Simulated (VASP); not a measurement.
MgO, 2 atoms in the cell. The structure is monoclinic, space group Cm (No. 8). Conventional cell: a = 4.254 Å, b = 4.254 Å, c = 3.008 Å, α = 90.00°, β = 135.00°, γ = 90.00°. Mg (site symmetry m) has 5 O at 1.78 to 2.37 Å within 2.4 Å. Within 2.4 Å of O (site symmetry m) lie 5 Mg at 1.78 to 2.37 Å.  This cell differs from its parent crystal: mode 4 frozen in at -0.215 Å and mode 5 at -0.129 Å (largest displacements).

* Program: VASP 6.6.1
* Task: single point
* Functional: PBE
* Potentials or basis: VASP PAW PBE potentials, release 64 (Mg, O)
* Cutoff: 520 eV
* k mesh: 10 × 10 × 10
* Occupations: gaussian, width 0.05 eV
* Spin: no spin polarisation
* Dipole correction: no
* Further INCAR settings: ALGO = Normal; EDIFF = 1e-07; NBANDS = 11

Potentials or basis: VASP PAW PBE potentials, release 64 (Mg, O).

Command:

```console
$ cat potpaw_PBE.64/Mg/POTCAR potpaw_PBE.64/O/POTCAR > POTCAR
$ mpirun -np 1 vasp_std > vasp.out
```

Hardware: 1 thread of Intel Xeon 6975P-C, with other jobs on the host.

Estimate the wall time of this run.

It took 39 s on 1 thread of Intel Xeon 6975P-C (shared host), peak memory 0.19 GiB. Counts: scf iterations 13, k points 282.
